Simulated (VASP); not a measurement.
## Ag: single point with BLYP

Ag:

```
CELL_PARAMETERS angstrom
0.00000 3.05492 3.05492
3.05492 0.00000 3.05492
3.05492 3.05492 0.00000
ATOMIC_POSITIONS crystal
Ag 0.12500 0.12500 0.12500
Ag 0.87500 0.87500 0.87500
```

This cell differs from its parent crystal: volume scaled by 0.88.

```yaml
Program: VASP 6.6.1
Task: single point
Functional: BLYP
Potentials_or_basis: VASP PAW PBE potentials, release 64 (Ag)
Cutoff: 520 eV
k_mesh: 10 × 10 × 10
Occupations: fermi-dirac, width 0.1 eV
Spin: no spin polarisation
```

- Pressure: 4.5 GPa
- Band gap on the k mesh: zero (band 11 reaches 3.83 eV, above the bottom of band 12 at 2.86 eV)

Levels at points of the mesh, in eV from the Fermi level:
```tsv
k point	band 9	band 10	band 11	band 12	band 13	band 14
(0.00, 0.00, 0.00)	-3.29	-2.67	-2.67	8.81	8.81	8.81
(0.50, 0.00, 0.00)	-2.72	-2.72	-0.90	-0.56	6.30	6.30
(0.50, 0.50, 0.00)	-2.61	-2.61	0.14	0.14	3.56	3.56
```

Run time: 46 s on 1 thread of AMD EPYC 7R43 64-Core Processor (Zen 3) (shared host), peak memory 0.16 GiB.

Caveat: the PAW data sets were made with another functional, which shifts forces and pressure a little.
